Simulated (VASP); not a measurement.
# Hg: relaxation of cell and atoms with PBE

The system is Hg.

```xyz
1
Lattice="3.1720 0.0000 0.0000 0.0000 3.1720 0.0000 0.0000 0.0000 3.1720" Properties=species:S:1:pos:R:3 pbc="T T T"
Hg    0.0000    0.0000    0.0000
```

```yaml
Program: VASP 6.6.1
Task: relaxation of cell and atoms
Functional: PBE
Potentials_or_basis: VASP PAW PBE potentials, release 64 (Hg)
Cutoff: 600 eV
k_mesh: 12 × 12 × 12
Occupations: fermi-dirac, width 0.08 eV
Spin: no spin polarisation
Dipole_correction: no
Further_INCAR_settings: ALGO = Normal; EDIFF = 1e-07; IBRION = 2; EDIFFG = -0.005; NSW = 60; ISIF = 3
```

```json
{
  "Relaxed volume": "30.39 Å³/atom",
  "Relaxed cell": "a = 3.121 Å, b = 3.121 Å, c = 3.121 Å, α = 90.00°, β = 90.00°, γ = 90.00°",
  "Space group after relaxing (to 0.1 Å)": "Pm-3m (No. 221)",
  "Energy gained by relaxing": "1.4 meV/atom",
  "Ionic steps": "6",
  "Pressure after relaxing": "0.0 GPa",
  "Band gap on the k mesh": "zero (bands 6 and 7 overlap by 4.72 eV)"
}
```

Step by step:
| step | energy change (eV) | largest force (eV/Å) | pressure (GPa) | volume (Å³) |
| --- | --- | --- | --- | --- |
| 1 | 0.0000 | 0.0000 | -0.28 | 31.91 |
| 2 | -0.0004 | 0.0000 | -0.24 | 31.65 |
| 3 | -0.0013 | 0.0000 | -0.11 | 30.88 |
| 4 | -0.0003 | 0.0000 | 0.41 | 29.38 |
| 5 | -0.0014 | 0.0000 | -0.04 | 30.56 |
| 6 | -0.0014 | 0.0000 | 0.01 | 30.39 |

Final structure:
```
CELL_PARAMETERS angstrom
3.12075 0.00000 0.00000
0.00000 3.12075 0.00000
0.00000 0.00000 3.12075
ATOMIC_POSITIONS crystal
Hg 0.00000 0.00000 0.00000
```

Levels at points of the mesh, in eV from the Fermi level:
| k point | band 2 | band 3 | band 4 | band 5 | band 6 | band 7 | band 8 | band 9 | band 10 |
| --- | --- | --- | --- | --- | --- | --- | --- | --- | --- |
| (0.00, 0.00, 0.00) | -7.55 | -7.55 | -5.90 | -5.90 | -5.90 | 9.38 | 9.38 | 9.38 | 12.44 |
| (0.50, 0.00, 0.00) | -7.20 | -6.41 | -6.41 | -5.85 | -2.98 | -1.27 | 12.71 | 12.71 | 13.94 |
| (0.50, 0.50, 0.00) | -7.17 | -6.33 | -6.33 | -5.41 | 0.06 | 1.58 | 1.58 | 6.98 | 16.85 |
| (0.50, 0.50, 0.50) | -7.12 | -7.12 | -5.38 | -5.38 | 3.45 | 4.45 | 4.45 | 4.45 | 8.68 |

It took 2.9 min on 1 thread of Intel Xeon 8259CL, on a shared host, peak memory 0.19 GiB.

Caveat: spin-orbit coupling is left out, which moves the levels of the heavy elements.
